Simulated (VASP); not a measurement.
# KCl: single point with PBE

The system is KCl.

```xyz
2
Lattice="3.8677 0.0000 0.0000 0.0000 3.8677 0.0000 0.0000 0.0000 3.8677" Properties=species:S:1:pos:R:3 pbc="T T T"
K     0.0000    0.0000    0.0000
Cl    1.9338    1.9338    1.9338
```

```
Program                : VASP 6.6.1
Task                   : single point
Functional             : PBE
Potentials or basis    : VASP PAW PBE potentials, release 64 (K_sv, Cl)
Cutoff                 : 500 eV
k mesh                 : 4 × 4 × 4
Occupations            : gaussian, width 0.05 eV
Spin                   : no spin polarisation
Dipole correction      : no
Further INCAR settings : ALGO = Normal; EDIFF = 1e-06; NBANDS = 15
```

```yaml
Pressure: -0.4 GPa
Band_gap_on_the_k_mesh: 4.70 eV, indirect (least direct gap 4.90 eV)
```

Levels at points of the mesh, in eV from the valence-band top:
| k point | band 5 | band 6 | band 7 | band 8 | band 9 | band 10 | band 11 | band 12 |
| --- | --- | --- | --- | --- | --- | --- | --- | --- |
| (0.00, 0.00, 0.00) | -11.50 | -0.20 | -0.20 | -0.20 | 4.70 | 6.58 | 6.58 | 10.57 |
| (0.50, 0.00, 0.00) | -11.35 | -1.70 | -0.20 | -0.20 | 7.59 | 7.89 | 8.11 | 10.12 |
| (0.50, 0.50, 0.00) | -11.45 | -1.16 | -1.16 | 0.00 | 6.16 | 7.25 | 8.91 | 8.91 |
| (0.50, 0.50, 0.50) | -11.66 | -1.26 | -1.26 | -1.26 | 8.73 | 8.73 | 8.73 | 9.78 |

Run time: 5 s on 1 thread of Intel(R) Xeon(R) 6975P-C (Granite Rapids) (shared host), peak memory 0.15 GiB.

A k mesh can miss the band edges. Expect the measured gap to be larger: semilocal functionals such as PBE lack the derivative discontinuity.
